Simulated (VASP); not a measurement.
HfSeS4, 6 atoms in the cell. Symmetry: F-43m, No. 216, cubic system. Conventional cell: a = 7.432 Å, b = 7.432 Å, c = 7.432 Å, α = 90.00°, β = 90.00°, γ = 90.00°. Hf (site symmetry -43m) has 12 S at 3.08 Å and 4 Se at 3.22 Å within 4.1 Å. Within 4.1 Å of Se (site symmetry -43m) lie 12 S at 3.09 Å and 4 Hf at 3.22 Å. S (site symmetry 3m) has 6 S at 2.59 to 2.67 Å and 3 Hf at 3.08 Å and 3 Se at 3.09 Å within 3.4 Å. 

- Program: VASP 6.6.1
- Task: single point
- Functional: PBE
- Potentials or basis: VASP PAW PBE potentials, release 64 (Hf_pv, Se, S)
- Cutoff: 520 eV
- k mesh: 4 × 4 × 4
- Occupations: gaussian, width 0.1 eV
- Spin: no spin polarisation
- Dipole correction: no
- Further INCAR settings: ALGO = Normal; EDIFF = 1e-06; NBANDS = 29

Potentials or basis: VASP PAW PBE potentials, release 64 (Hf_pv, Se, S).

Launch:

```console
$ cat potpaw_PBE.64/Hf_pv/POTCAR potpaw_PBE.64/Se/POTCAR potpaw_PBE.64/S/POTCAR > POTCAR
$ mpirun -np 1 vasp_std > vasp.out
```

Hardware: 1 thread of AMD EPYC 9R45 96-Core Processor (Zen 5) (shared host).

Estimate the wall time of this run.

Run time: 21 s on 1 thread of AMD EPYC 9R45 96-Core Processor (Zen 5) (shared host), peak memory 0.21 GiB. Counts: scf iterations 14, k points 8.
